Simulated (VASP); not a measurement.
Here is a VASP 6.6.1 calculation.

The input INCAR:

```
SYSTEM = WS2
PREC = Accurate
ENCUT = 520
EDIFF = 1E-6
ISMEAR = -1
SIGMA = 0.05
LREAL = .False.
LASPH = .True.
NELM = 80
ALGO = Normal
ISIF = 2
LWAVE = .False.
LCHARG = .False.
GGA = PE
NBANDS = 49
```

The input KPOINTS:

```
regular mesh
0
Gamma
  10 10 1
  0 0 0
```

File POSCAR:

```
WS2
1.0
    3.1829541699      0.0000000000      0.0000000000
   -1.5914770850      2.7565191702      0.0000000000
    0.0000000000      0.0000000000     28.5322178600
W S
3 6
Direct
    0.6666666667      0.3333333333      0.4343616800
    0.6666666667      0.3333333333      0.8855337800
    0.0000000000      0.0000000000      0.6592864300
    0.6666666667      0.3333333333      0.6046252100
    0.0000000000      0.0000000000      0.3797102500
    0.0000000000      0.0000000000      0.8308482800
    0.6666666667      0.3333333333      0.7139522100
    0.0000000000      0.0000000000      0.4890304200
    0.0000000000      0.0000000000      0.9401857300
```

Potentials or basis: VASP PAW PBE potentials, release 64 (W_sv, S).

The run is started by

```console
$ cat potpaw_PBE.64/W_sv/POTCAR potpaw_PBE.64/S/POTCAR > POTCAR
$ mpirun -np 1 vasp_std > vasp.out
```

Q: What does it give for the largest force?

A: 0.268 eV/Å.

Q: Estimate the band gap on the k mesh.

A: 1.48 eV (least direct gap 2.11 eV).

Forces in eV/Å, atoms in the order of the input:
```
W    0.000  0.000 -0.012
W    0.000  0.000  0.003
W    0.000  0.000  0.004
S    0.000  0.000 -0.208
S    0.000  0.000 -0.268
S    0.000  0.000 -0.203
S    0.000  0.000  0.212
S    0.000  0.000  0.205
S    0.000  0.000  0.267
```

Caveat: spin-orbit coupling is left out, which moves the levels of the heavy elements.
